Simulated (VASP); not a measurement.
# TaN in VASP: further runs, part 3 of 3

VASP 6.6.1.

**5. Electric field gradients, PBE (atom 1 (Ta) moved by [0.056569, 0.056569, 0.0] A)**

File INCAR:

```
SYSTEM = TaN
PREC = Accurate
ENCUT = 520
EDIFF = 1E-8
ISMEAR = -1
SIGMA = 0.02
LREAL = .False.
LASPH = .True.
NELM = 60
ALGO = Normal
ISIF = 2
LWAVE = .False.
LCHARG = .False.
GGA = PE
LEFG = .True.
NBANDS = 15
```

File KPOINTS:

```
Automatic mesh
0
Gamma
  12 12 10
  0 0 0
```

File POSCAR:

```
TaN
1.0
    2.9379988584      0.0000000000      0.0000000000
   -1.4689994292      2.5443816477      0.0000000000
    0.0000000000      0.0000000000      2.8830000000
Ta N
1 1
Direct
    0.3637040488      0.6888995735      0.5000000000
    0.0000000000      0.0000000000      0.0000000000
```

Potentials or basis: VASP PAW PBE potentials, release 64 (Ta_pv, N).

The run is started by

```sh
$ cat potpaw_PBE.64/Ta_pv/POTCAR potpaw_PBE.64/N/POTCAR > POTCAR
$ mpirun -np 1 vasp_std > vasp.out
```

OUTCAR:

```text
SYSTEM = TaN
   PREC = Accurate
   ENCUT = 520
   EDIFF = 1E-8
   ISMEAR = -1
   LREAL = .False.
   LASPH = .True.
   NELM = 60
   ISIF = 2
   GGA = PE

 ion  position               nearest neighbor table
   1  0.364  0.689  0.500-   2 2.17   2 2.17   2 2.24   2 2.24   2 2.27   2 2.27
   2  0.000  0.000  0.000-   1 2.17   1 2.17   1 2.24   1 2.24   1 2.27   1 2.27

  LATTYP: Found a hexagonal cell.
 ALAT       =     2.9379988584
 C/A-ratio  =     0.9812801635

  Lattice vectors:

 A1 = (   2.9379988584,   0.0000000000,   0.0000000000)
 A2 = (  -1.4689994292,   2.5443816477,   0.0000000000)
 A3 = (   0.0000000000,   0.0000000000,   2.8830000000)

Analysis of symmetry for initial positions (statically):
=====================================================================
 Subroutine PRICEL returns:
 Original cell was already a primitive cell.

 Routine SETGRP: Setting up the symmetry group for a
 hexagonal supercell.
[... 621 lines left out ...]
  volume of cell :       21.55
      direct lattice vectors                 reciprocal lattice vectors
     2.937998858  0.000000000  0.000000000     0.340367729  0.196511400  0.000000000
    -1.468999429  2.544381648  0.000000000     0.000000000  0.393022800  0.000000000
     0.000000000  0.000000000  2.883000000     0.000000000  0.000000000  0.346860909

 POSITION                                       TOTAL-FORCE (eV/Angst)
 -----------------------------------------------------------------------------------
      0.05657      1.75282      1.44150        -0.790582     -0.745470      0.000000
      0.00000      0.00000      0.00000         0.790582      0.745470      0.000000
 -----------------------------------------------------------------------------------
    total drift:                               -0.000009      0.000002     -0.000000

  FREE ENERGIE OF THE ION-ELECTRON SYSTEM (eV)
  ---------------------------------------------------
  free  energy   TOTEN  =       -22.3974118597 eV

  energy  without entropy=      -22.3972945607  energy(sigma->0) =      -22.39735321

 Electric field gradients (V/A^2)
---------------------------------------------------------------------
 ion       V_xx      V_yy      V_zz      V_xy      V_xz      V_yz
---------------------------------------------------------------------
   1     -53.515    38.074    15.442   -46.691    -0.000     0.000
   2      -0.986     0.783     0.203    -0.668    -0.000    -0.000
---------------------------------------------------------------------

 Electric field gradients after diagonalization (V/A^2)
 (convention: |V_zz| > |V_xx| > |V_yy|)
----------------------------------------------------------------------
 ion       V_xx      V_yy      V_zz     asymmetry (V_yy - V_xx)/ V_zz
----------------------------------------------------------------------
   1      57.679    15.442   -73.121       0.578
   2       1.007     0.203    -1.210       0.664
----------------------------------------------------------------------

           NMR quadrupolar parameters

 Cq : quadrupolar parameter    Cq=e*Q*V_zz/h
 eta: asymmetry parameters     (V_yy - V_xx)/ V_zz
 Q  : nuclear electric quadrupole moment in mb (millibarn)
----------------------------------------------------------------------
 ion       Cq(MHz)       eta       Q (mb)
----------------------------------------------------------------------
   1      -0.177       0.578       1.000
   2      -0.003       0.664       1.000
----------------------------------------------------------------------
```

Wall time 67 s (1 thread of Intel Xeon 6975P-C, shared host); peak memory 0.26 GiB.

Results:

```
Free energy            : -22.3974 eV
Pressure               : 6.3 GPa
Largest force          : 1.087 eV/Å
Band gap on the k mesh : zero (band 8 reaches 8.41 eV, above the bottom of band 9 at 8.16 eV)
```

Forces in eV/Å, atoms in the order of the input:
```
Ta  -0.791 -0.745  0.000
N    0.791  0.745  0.000
```

Electric field gradients, principal values (V/Å²):
```csv
atom,least,middle,greatest (by size)
1 Ta,15.442,57.679,-73.121
2 N,0.203,1.007,-1.210
```

Caveat: the cell differs from its parent crystal (atom 1 (Ta) moved by [0.056569, 0.056569, 0.0] A); without QUAD_EFG the Cq values of the log hold for a quadrupole moment of 1 mb, not for the nuclei; spin-orbit coupling is left out, which moves the levels of the heavy elements; forces of over 1 eV/Å act on the atoms, so gaps and moduli don't describe the material at rest.

**6. Summary**

```csv
level,cell,gap on the mesh (eV),pressure (GPa)
r2SCAN,"a = 2.938, b = 2.938, c = 2.883 Å, angles 90.0, 90.0, 120.0°, 2 atoms",none,1.4
PBE,"a = 2.881, b = 2.881, c = 2.998 Å, angles 90.0, 90.0, 120.0°, 2 atoms",none,4.6
PBE,"a = 2.983, b = 2.983, c = 2.797 Å, angles 90.0, 90.0, 120.0°, 2 atoms",none,7.1
PBE,"a = 2.938, b = 2.938, c = 2.883 Å, angles 90.0, 90.0, 120.0°, 2 atoms",none,6.3
```

Some of these runs hold the atoms at other places in the same cell, which the table doesn't show; runs alike in all that it shows share one row.

Alike in all rows: task electric field gradients; potentials or basis VASP PAW PBE potentials, release 64 (Ta_pv, N); no spin polarisation; k mesh 12 × 12 × 10; cutoff (eV) 520; smearing fermi-dirac 0.02 eV.

Caveats: spin-orbit coupling is left out, which moves the levels of the heavy elements; the PAW data sets were made with another functional, which shifts forces and pressure a little (some runs); forces of over 1 eV/Å act on the atoms, so gaps and moduli don't describe the material at rest (some runs).

Total energies depend on the potentials used, so only differences within one code and one set of settings carry meaning.
